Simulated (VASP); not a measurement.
Input of a VASP 6.6.1 run:

The input INCAR:

```
SYSTEM = Al
ALGO = Normal
DIPOL = 0.5 0.5 0.317
EDIFF = 1E-6
ENCUT = 520
GGA = PE
IDIPOL = 3
ISIF = 2
ISMEAR = 0
LASPH = .TRUE.
LCHARG = .FALSE.
LDIPOL = .TRUE.
LREAL = .FALSE.
LWAVE = .FALSE.
NBANDS = 24
NELM = 60
PREC = Accurate
SIGMA = 0.1
```

The input KPOINTS:

```
k-points
0
G
  9 3 1
  0 0 0
```

Contents of POSCAR:

```
Al
1.0
    2.8543223330      0.0000000000      0.0000000000
   -1.4271611665      9.7033329366      0.0000000000
    0.0000000000      0.0000000000     20.2902708969
Al
9
Direct
    0.5324485604      0.0648971207      0.1971388169
    0.6709687938      0.3419375876      0.2462255645
    0.2986728405      0.5973456810      0.2560429140
    0.9263768872      0.8527537744      0.2658602636
    0.0639738222      0.1277383808      0.3154281718
    0.1995905480      0.4042696935      0.3707822583
    0.8288544886      0.6597110299      0.3785032288
    0.4526361687      0.9111292155      0.3874342692
    0.5925232094      0.1814597089      0.4332259013
```

Potentials or basis: VASP PAW PBE potentials, release 64 (Al).

The run is started by

```sh
$ cat potpaw_PBE.64/Al/POTCAR > POTCAR
$ mpirun -np 1 vasp_std > vasp.out
```

Estimate the largest force.

0.256 eV/Å.

Predict the band gap on the k mesh.

zero (an odd number of electrons rules out a gap without spin polarisation).

Forces on the atoms (eV/Å):
```
Al   0.007  0.182  0.180
Al   0.005  0.049 -0.014
Al  -0.003  0.004  0.048
Al  -0.007 -0.169 -0.187
Al  -0.002  0.026 -0.014
Al   0.016  0.079  0.045
Al  -0.003 -0.121 -0.039
Al  -0.002  0.004  0.083
Al  -0.012 -0.052 -0.102
```
